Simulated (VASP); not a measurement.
Write the native input for VASP 6.6.1 that does the following.

- Task: single point
- Functional: HF
- Potentials or basis: VASP PAW PBE potentials, release 64 (Zn)
- Cutoff: 520 eV
- k mesh: 6 × 6 × 6
- Occupations: fermi-dirac, width 0.05 eV
- Spin: no spin polarisation
- Dipole correction: no
- Grid for exact exchange (PRECFOCK): Normal
- Further INCAR settings: ALGO = Normal; EDIFF = 1e-06; NBANDS = 12
- Share of exact exchange: 1

Crystal: Zn.

```
Zn
1.0
    -1.66150    1.66150    1.66150
     1.66150   -1.66150    1.66150
     1.66150    1.66150   -1.66150
Zn
1
Direct
  0.00000 0.00000 0.00000
```

This isn't the form of Zn at room conditions, which is hcp.

One way to write it, as run:

POSCAR

```
Zn
1.0
   -1.6614961186      1.6614961186      1.6614961186
    1.6614961186     -1.6614961186      1.6614961186
    1.6614961186      1.6614961186     -1.6614961186
Zn
1
Direct
    0.0000000000      0.0000000000      0.0000000000
```

INCAR.step1

```
PREC = Accurate
ENCUT = 520
EDIFF = 1E-5
ISMEAR = -1
SIGMA = 0.05
LREAL = False
LASPH = True
NELM = 100
ALGO = Normal
ISIF = 2
LWAVE = True
LCHARG = False
GGA = PE
NBANDS = 12
```

INCAR.step2

```
PREC = Accurate
ENCUT = 520
EDIFF = 1E-6
ISMEAR = -1
SIGMA = 0.05
LREAL = False
LASPH = True
NELM = 100
ALGO = Normal
ISIF = 2
LWAVE = False
LCHARG = False
GGA = PE
LHFCALC = True
AEXX = 1.0
ALDAC = 0.0
AGGAC = 0.0
PRECFOCK = Normal
ISTART = 1
NBANDS = 12
```

KPOINTS

```
regular mesh
0
Gamma
  6 6 6
```

Potentials or basis: VASP PAW PBE potentials, release 64 (Zn).

Run with:

```bash
$ cat potpaw_PBE.64/Zn/POTCAR > POTCAR
$ cp INCAR.step1 INCAR
$ mpirun -np 1 vasp_std > vasp.out
$ cp INCAR.step2 INCAR
$ mpirun -np 1 vasp_std > vasp.out
```

Results of the run:

| Property | Result |
| --- | --- |
| Pressure | 0.2 GPa |
| Band gap on the k mesh | zero (bands 6 and 7 overlap by 10.32 eV) |

Caveat: the k points lie up to 0.45 Å⁻¹ apart, too coarse for converged energies and pressures of a metal; the PAW data sets were made with another functional, which shifts forces and pressure a little.

Wall time 60 min on 1 thread of Intel(R) Xeon(R) Platinum 8259CL CPU @ 2.50GHz (Skylake/Cascade Lake), on a shared host, peak memory 0.15 GiB.
